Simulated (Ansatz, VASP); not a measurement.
## Two plane-wave programs on W

```
W
1.0
     0.00000    1.85580    1.85580
     1.85580    0.00000    1.85580
     1.85580    1.85580    0.00000
W
1
Cartesian
  0.0000 0.0000 0.0000
```

Change from the starting cell: volume scaled by 0.8, PAW files.

Alike in both runs: task single point; functional PBEsol; k mesh 18 × 18 × 18; occupations fermi-dirac, width 0.05 eV; no spin polarisation.

|  | VASP | Ansatz |
| --- | --- | --- |
| version | VASP 6.6.1 | Ansatz 0.2.0 |
| potentials or method | VASP PAW PBE potentials, release 64 (W_sv) | PAW with Ansatz's default frozen-core files, scalar-relativistic |
| plane-wave cutoff (eV) | 520 | 420 |
| valence electrons in the cell | 14 | 14 |

VASP gave:

```
pressure (GPa) : 106.1
```

Question: Estimate Ansatz's values.

Answer: Pressure (GPa): 103.2.

VASP's potentials were made for PBE, not for PBEsol. Both programs put the cell under a high pressure, so it lies far from rest at this level.

Spin-orbit coupling is off throughout. Noted on VASP's run: the cell as given lies far from equilibrium.
